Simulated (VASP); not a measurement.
# Zr (P6_3/mmc) in VASP: a series of runs

Zr is run at these levels: LDA; tasks: relaxation of cell and atoms.

All numbers are computed with VASP 6.6.1; they aren't measurements. Logs are shortened: lines on timing, memory, paths and dates and some standing lists are left out, and cuts for length are marked.

## (1) The cell of the first run

Symmetry: P6_3/mmc, No. 194, hexagonal system. Conventional cell: a = 3.017 Å, b = 3.017 Å, c = 4.888 Å, α = 90.00°, β = 90.00°, γ = 120.00°. Within 4.0 Å of Zr (site symmetry -6m2) lie 12 Zr at 3.00 to 3.02 Å.

## (2) Relaxation of cell and atoms, LDA, target pressure 15 GPa, at which the enthalpy is minimised

INCAR

```
SYSTEM = Zr
PREC = Accurate
ENCUT = 600
EDIFF = 1E-7
ISMEAR = -1
SIGMA = 0.1
LREAL = .FALSE.
LASPH = .TRUE.
NELM = 60
ALGO = Normal
ISIF = 3
LWAVE = .FALSE.
LCHARG = .FALSE.
GGA = CA
IBRION = 2
NSW = 60
EDIFFG = -0.005
PSTRESS = 150.0
```

KPOINTS

```
Automatic mesh
0
G
  15 15 8
  0 0 0
```

POSCAR

```
Zr
1.0
    3.0171601257      0.0000000000      0.0000000000
   -1.5085800628      2.6129373161      0.0000000000
    0.0000000000      0.0000000000      4.8877994036
Zr
2
Direct
    0.3333333333      0.6666666667      0.2500000000
    0.6666666667      0.3333333333      0.7500000000
```

Potentials or basis: VASP PAW LDA potentials, release 64 (Zr_sv).

Run with:

```sh
$ cat potpaw_LDA.64/Zr_sv/POTCAR > POTCAR
$ mpirun -np 1 vasp_std > vasp.out
```

OUTCAR:

```text
SYSTEM = Zr
   PREC = Accurate
   ENCUT = 600
   EDIFF = 1E-7
   ISMEAR = -1
   LREAL = .FALSE.
   LASPH = .TRUE.
   NELM = 60
   ISIF = 3
   GGA = CA
   IBRION = 2
   NSW = 60
   EDIFFG = -0.005
   PSTRESS = 150.0

 ion  position               nearest neighbor table
   1  0.333  0.667  0.250-   2 3.00   2 3.00   2 3.00   2 3.00   2 3.00   2 3.00
   2  0.667  0.333  0.750-   1 3.00   1 3.00   1 3.00   1 3.00   1 3.00   1 3.00

  LATTYP: Found a hexagonal cell.
 ALAT       =     3.0171601257
 C/A-ratio  =     1.6200000000

  Lattice vectors:

 A1 = (   3.0171601257,   0.0000000000,   0.0000000000)
 A2 = (  -1.5085800628,   2.6129373161,   0.0000000000)
 A3 = (   0.0000000000,   0.0000000000,   4.8877994036)

Analysis of symmetry for initial positions (statically):
=====================================================================
 Subroutine PRICEL returns:
 Original cell was already a primitive cell.

 Routine SETGRP: Setting up the symmetry group for a
 hexagonal supercell.

 Subroutine GETGRP returns: Found 24 space group operations
 (whereof 12 operations were pure point group operations)
 out of a pool of 24 trial point group operations.

The static configuration has the point symmetry D_3d.
 The point group associated with its full space group is D_6h.

Analysis of symmetry for dynamics (positions and initial velocities):
=====================================================================
 Subroutine PRICEL returns:
 Original cell was already a primitive cell.

 Routine SETGRP: Setting up the symmetry group for a
 hexagonal supercell.

 Subroutine GETGRP returns: Found 24 space group operations
 (whereof 12 operations were pure point group operations)
 out of a pool of 24 trial point group operations.

The dynamic configuration has the point symmetry D_3d.
 The point group associated with its full space group is D_6h.

 Subroutine INISYM returns: Found 24 space group operations
 (whereof 12 operations are pure point group operations),
 and found     1 'primitive' translations

----------------------------------------------------------------------------------------

                                     Primitive cell

  volume of cell :      38.5337

  direct lattice vectors                    reciprocal lattice vectors
     3.017160126  0.000000000  0.000000000     0.331437497  0.191355528  0.000000000
    -1.508580063  2.612937316  0.000000000     0.000000000  0.382711056  0.000000000
[... 86 lines left out ...]
   LREAL  =      F    real-space projection
   EDIFFG = -.5E-02   stopping-criterion for IOM
   NSW    =     60    number of steps for IOM
   IBRION =      2    ionic relax: 0-MD 1-quasi-New 2-CG
   NFREE  =      1    steps in history (QN), initial steepest desc. (CG)
   ISIF   =      3    stress and relaxation
   ISYM   =      2    0-nonsym 1-usesym 2-fastsym
   POTIM  = 0.5000    time-step for ionic-motion
   TEBEG  =    0.0;   TEEND  =   0.0 temperature during run
   PSTRESS=  150.0 pullay stress
   NELECT =      24.0000    total number of electrons
   NUPDOWN=      -1.0000    fix difference up-down
   EMIN   =  10.00;   EMAX   =-10.00  energy-range for DOS
   EFERMI =   0.00;   METHOD = LEGACY
   ISMEAR =    -1;   SIGMA  =   0.10  broadening in eV -4-tet -1-fermi 0-gaus
   EFERMI_NEDOS =   21; number of points for ismear=-14 and -15
   IALGO  =     38    algorithm
   IMIX   =      4    mixing-type and parameters
     AMIX     =   0.40;   BMIX     =  1.00
     AMIX_MAG =   1.60;   BMIX_MAG =  1.00
  volume/ion in A,a.u.               =      19.27       130.02
  Fermi-wavevector in a.u.,A,eV,Ry     =   1.398079  2.641986 26.594281  1.954625
  Thomas-Fermi vector in A             =   2.521272
   LORBIT       =      0    0 simple, 1 ext, 2 COOP (PROOUT), +10 PAW based schemes
   GGA     = CA    functional components
   LHFCALC =     F    Hartree Fock is set to
   AEXX    =    0.0000 exact exchange contribution
   IVDW    =     0    specifies the selected vdW correction
   LEPSILON=     F    determine dielectric tensor
   LRPA    =     F    only Hartree local field effects (RPA)
 conjugate gradient relaxation of ions
 non-spin polarized calculation
  energy-cutoff  :      600.00
  volume of cell :       38.53
 maximum number of plane-waves:      1320
   NGX = 13   NGY = 13   NGZ = 19

--------------------------------------- Ionic step        1  -------------------------------------------

 number of electron      24.0000000 magnetization

 Free energy of the ion-electron system (eV)
  ---------------------------------------------------
  ext. energy  EPLUGINS =         0.00000000
  ---------------------------------------------------
  free energy    TOTEN  =       -18.38883501 eV

  energy without entropy =      -18.32686279  energy(sigma->0) =      -18.35784890

------------------------ aborting loop because EDIFF is reached ----------------------------------------

  FORCE on cell =-STRESS in cart. coord.  units (eV):
  Direction    XX          YY          ZZ          XY          YZ          ZX
  --------------------------------------------------------------------------------------
  -------------------------------------------------------------------------------------
  Total        3.5364045      3.5364045      4.2141145      0.0000000     -0.0000000      0.0000000
  in kB      147.0387448    147.0387448    175.2169811      0.0000000     -0.0000000      0.0000000
  external PRESSURE =       6.4314903 kB  Pullay stress =     150.0000000 kB
[... 177 lines left out ...]
--------------------------------------- Ionic step        6  -------------------------------------------

 number of electron      24.0000000 magnetization

 Free energy of the ion-electron system (eV)
  ---------------------------------------------------
  ext. energy  EPLUGINS =         0.00000000
  ---------------------------------------------------
  free energy    TOTEN  =       -18.39962991 eV

  energy without entropy =      -18.33786758  energy(sigma->0) =      -18.36874875

 E-fermi :  11.0019     XC(G=0): -12.1762

 val. band max:       10.9892119892   @ k =   0.2000   0.2000   0.5000
 cond. band min:      11.0025539038   @ k =   0.3333   0.2000   0.2500
 fundamental gap:      0.0133419146
 Fermi energy:        11.0019124437

 k-point     1 :       0.0000    0.0000    0.0000
  band No.  band energies     occupation
      1     -37.2245      2.00000
      2     -36.9410      2.00000
      3     -16.2220      2.00000
      4     -14.6644      2.00000
      5     -14.6644      2.00000
      6     -14.5535      2.00000
[... 433 lines left out ...]
      3     -15.9609      2.00000
      4     -15.7023      2.00000
      5     -15.3635      2.00000
      6     -15.3327      2.00000
[... 8 lines left out ...]
     15      12.8378      0.00000
     16      15.9660      0.00000

 [... further k-points ...]
[... 5 lines left out ...]
  --------------------------------------------------------------------------------------
  -------------------------------------------------------------------------------------
  Total        3.6086899      3.6086899      3.6049270      0.0000000      0.0000000      0.0000000
  in kB      149.8805613    149.8805613    149.7242758      0.0000000      0.0000000      0.0000000
  external PRESSURE =      -0.1715339 kB  Pullay stress =     150.0000000 kB
[... 21 lines left out ...]
  energy  without entropy=      -18.3378675800  energy(sigma->0) =      -18.36874875

  enthalpy is  TOTEN    =       -14.7880642884 eV   P V=        3.6115656229

 reached required accuracy - stopping structural energy minimisation
```

Run time: 7 min. Hardware: 1 thread of Intel Xeon 8259CL, shared host; peak memory 0.21 GiB.

What came out:

```yaml
Free_energy: -18.3996 eV
Relaxed_volume: 19.29 Å³/atom
Relaxed_cell: a = 2.988 Å, b = 2.988 Å, c = 4.989 Å, α = 90.00°, β = 90.00°, γ = 120.00°
Space_group_after_relaxing_to_0.05_Å: P6_3/mmc (No. 194)
Energy_change_on_relaxing_the_enthalpy_is_what_falls: -5.4 meV/atom
Ionic_steps: 6
Pressure_after_relaxing: 15.0 GPa
Band_gap_on_the_k_mesh: zero (band 12 reaches 12.10 eV, above the bottom of band 13 at 10.68 eV)
```

Step by step:
| step | energy change (eV) | largest force (eV/Å) | pressure (GPa) | volume (Å³) |
| --- | --- | --- | --- | --- |
| 1 | 0.0000 | 0.0000 | 15.64 | 38.53 |
| 2 | -0.0443 | 0.0000 | 13.72 | 38.96 |
| 3 | -0.0408 | 0.0000 | 13.88 | 38.93 |
| 4 | -0.0101 | 0.0000 | 15.02 | 38.57 |
| 5 | -0.0095 | 0.0000 | 15.04 | 38.56 |
| 6 | -0.0108 | 0.0000 | 14.98 | 38.58 |

Final structure:
```xyz
2
Lattice="2.9879 0.0000 0.0000 -1.4940 2.5876 0.0000 0.0000 0.0000 4.9893" Properties=species:S:1:pos:R:3 pbc="T T T"
Zr    0.0000    1.7251    1.2473
Zr    1.4940    0.8625    3.7420
```

Caveat: the cell is relaxed towards a set pressure, so the enthalpy falls and the energy may rise.

## (3) Relaxation of cell and atoms, LDA, target pressure 15 GPa, at which the enthalpy is minimised

This run uses another cell than the first one, of the same volume but with other edges.

INCAR

```
SYSTEM = Zr
ALGO = Normal
EDIFF = 1E-7
EDIFFG = -0.005
ENCUT = 600
GGA = CA
IBRION = 2
ISIF = 3
ISMEAR = -1
LASPH = .TRUE.
LCHARG = .FALSE.
LREAL = .FALSE.
LWAVE = .FALSE.
NELM = 60
NSW = 32
PREC = Accurate
PSTRESS = 150.0
SIGMA = 0.1
```

KPOINTS

```
k-points
0
G
  15 15 8
  0 0 0
```

POSCAR

```
Zr
1.0
    2.9874629093      0.0000000000      0.0000000000
   -1.4937314546      2.5872187724      0.0000000000
    0.0000000000      0.0000000000      4.9859244614
Zr
2
Direct
    0.3333333333      0.6666666667      0.2500000000
    0.6666666667      0.3333333333      0.7500000000
```

Potentials or basis: VASP PAW LDA potentials, release 64 (Zr_sv).

Run with:

```sh
$ cat potpaw_LDA.64/Zr_sv/POTCAR > POTCAR
$ mpirun -np 1 vasp_std > vasp.out
```

OUTCAR:

```text
SYSTEM = Zr
   EDIFF = 1E-7
   EDIFFG = -0.005
   ENCUT = 600
   GGA = CA
   IBRION = 2
   ISIF = 3
   ISMEAR = -1
   LASPH = .TRUE.
   LREAL = .FALSE.
   NELM = 60
   NSW = 32
   PREC = Accurate
   PSTRESS = 150.0

 ion  position               nearest neighbor table
   1  0.333  0.667  0.250-   2 3.03   2 3.03   2 3.03   2 3.03   2 3.03   2 3.03
   2  0.667  0.333  0.750-   1 3.03   1 3.03   1 3.03   1 3.03   1 3.03   1 3.03

  LATTYP: Found a hexagonal cell.
 ALAT       =     2.9874629093
 C/A-ratio  =     1.6689494105

  Lattice vectors:

 A1 = (   2.9874629093,   0.0000000000,   0.0000000000)
 A2 = (  -1.4937314546,   2.5872187724,   0.0000000000)
 A3 = (   0.0000000000,   0.0000000000,   4.9859244614)

Analysis of symmetry for initial positions (statically):
=====================================================================
 Subroutine PRICEL returns:
 Original cell was already a primitive cell.

 Routine SETGRP: Setting up the symmetry group for a
 hexagonal supercell.

 Subroutine GETGRP returns: Found 24 space group operations
 (whereof 12 operations were pure point group operations)
 out of a pool of 24 trial point group operations.

[... 168 lines left out ...]

  FORCE on cell =-STRESS in cart. coord.  units (eV):
  Direction    XX          YY          ZZ          XY          YZ          ZX
  --------------------------------------------------------------------------------------
  -------------------------------------------------------------------------------------
  Total        3.6368627      3.6368627      3.6531803      0.0000000      0.0000000      0.0000000
  in kB      151.2015068    151.2015068    151.8799042      0.0000000      0.0000000      0.0000000
  external PRESSURE =       1.4276392 kB  Pullay stress =     150.0000000 kB
[... 63 lines left out ...]
--------------------------------------- Ionic step        3  -------------------------------------------

 number of electron      24.0000000 magnetization

 Free energy of the ion-electron system (eV)
  ---------------------------------------------------
  ext. energy  EPLUGINS =         0.00000000
  ---------------------------------------------------
  free energy    TOTEN  =       -18.39943245 eV

  energy without entropy =      -18.33767610  energy(sigma->0) =      -18.36855427

 E-fermi :  11.0031     XC(G=0): -12.1766

 val. band max:       10.9899380325   @ k =   0.2000   0.2000   0.5000
 cond. band min:      11.0039395659   @ k =   0.3333   0.2000   0.2500
 fundamental gap:      0.0140015333
 Fermi energy:        11.0031110009

 k-point     1 :       0.0000    0.0000    0.0000
  band No.  band energies     occupation
      1     -37.2236      2.00000
      2     -36.9397      2.00000
      3     -16.2219      2.00000
      4     -14.6641      2.00000
      5     -14.6641      2.00000
      6     -14.5520      2.00000
[... 433 lines left out ...]
      3     -15.9596      2.00000
      4     -15.7006      2.00000
      5     -15.3628      2.00000
      6     -15.3324      2.00000
[... 8 lines left out ...]
     15      12.8402      0.00000
     16      15.9689      0.00000

 [... further k-points ...]
[... 5 lines left out ...]
  --------------------------------------------------------------------------------------
  -------------------------------------------------------------------------------------
  Total        3.6072152      3.6072152      3.6153918      0.0000000      0.0000000      0.0000000
  in kB      149.8292365    149.8292365    150.1688586      0.0000000      0.0000000      0.0000000
  external PRESSURE =      -0.0575561 kB  Pullay stress =     150.0000000 kB
[... 21 lines left out ...]
  energy  without entropy=      -18.3376761003  energy(sigma->0) =      -18.36855427

  enthalpy is  TOTEN    =       -14.7881060415 eV   P V=        3.6113264067

 reached required accuracy - stopping structural energy minimisation
```

CONTCAR:

```text
Zr
   1.00000000000000
     2.9882440065782090    0.0000000000018996    0.0000000000000000
    -1.4941220032374463    2.5878952224902521    0.0000000000000000
     0.0000000000000000    0.0000000000000000    4.9879641214117187
  Zr
     2
Direct
     0.3333333332999970    0.6666666667000030    0.2500000000000000
     0.6666666667000030    0.3333333332999970    0.7500000000000000

  0.00000000E+00  0.00000000E+00  0.00000000E+00
  0.00000000E+00  0.00000000E+00  0.00000000E+00
```

It took 3.5 min on 1 thread of Intel Xeon 8259CL, shared host; peak memory 0.21 GiB.

What came out:

* Free energy: -18.3994 eV
* Relaxed volume: 19.29 Å³/atom
* Relaxed cell: a = 2.988 Å, b = 2.988 Å, c = 4.988 Å, α = 90.00°, β = 90.00°, γ = 120.00°
* Space group after relaxing (to 0.05 Å): P6_3/mmc (No. 194)
* Energy change on relaxing (the enthalpy is what falls): -1.7 meV/atom
* Ionic steps: 3
* Pressure after relaxing: 15.0 GPa
* Band gap on the k mesh: zero (band 12 reaches 12.10 eV, above the bottom of band 13 at 10.68 eV)

Step by step:
```
step  energy change (eV)  largest force (eV/Å)  pressure (GPa)  volume (Å³)
   1              0.0000                0.0000           15.14        38.54
   2             -0.0089                0.0000           14.76        38.63
   3             -0.0034                0.0000           14.99        38.57
```

Final structure:
```yaml
crystal:
  lattice:
    - [2.98824, 0.00000, 0.00000]
    - [-1.49412, 2.58790, 0.00000]
    - [0.00000, 0.00000, 4.98796]
  atoms:
    - { symbol: Zr, position: [0.33333, 0.66667, 0.25000] }
    - { symbol: Zr, position: [0.66667, 0.33333, 0.75000] }
```

Levels at points of the mesh, in eV from the Fermi level:
```csv
k point,band 9,band 10,band 11,band 12,band 13,band 14,band 15,band 16
"(0.00, 0.00, 0.00)",-5.80,-3.48,0.61,0.98,0.98,1.74,1.74,1.80
"(0.00, 0.00, 0.50)",-3.97,-3.97,-0.13,-0.13,0.95,0.95,0.95,0.95
```

Caveat: the cell is relaxed towards a set pressure, so the enthalpy falls and the energy may rise.

(Part 1 of 2 ends here.)
